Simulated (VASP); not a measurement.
Here is a VASP 6.6.1 calculation.

Contents of INCAR:

```
ALGO = Normal ; EDIFF = 1E-6
ENCUT = 500 ; GGA = PS
GGA_COMPAT = False ; ISIF = 2
ISMEAR = 0 ; LASPH = True
LCHARG = True ; LELF = True
LREAL = False ; LVHAR = True
LWAVE = False ; NBANDS = 11
NELM = 120 ; PREC = Accurate
SIGMA = 0.02
```

Contents of KPOINTS:

```
k-points
0
Gamma
  8 8 8
```

POSCAR

```
BP
1.0
    0.0000000000      2.2827359537      2.2531104168
    2.2827359537      0.0000000000      2.2531104168
    2.2827359537      2.2827359537      0.0000000000
B P
1 1
Direct
    0.0000000000      0.0000000000      0.0000000000
    0.2500000000      0.2500000000      0.2500000000
```

Potentials or basis: VASP PAW PBE potentials, release 64 (B, P).

Command:

```sh
$ cat potpaw_PBE.64/B/POTCAR potpaw_PBE.64/P/POTCAR > POTCAR
$ mpirun -np 1 vasp_std > vasp.out
```

Q: Predict the band gap on the k mesh.

A: 0.97 eV, indirect (least direct gap 3.22 eV).

Q: Predict the pressure.

A: -2.6 GPa.

Stress tensor (GPa, compression positive):
```
-3.76  0.00  0.00
 0.00 -3.76  0.00
 0.00  0.00 -0.41
```

Caveat: the cell differs from its parent crystal (strained cell); the PAW data sets were made with another functional, which shifts forces and pressure a little. A k mesh can miss the band edges.
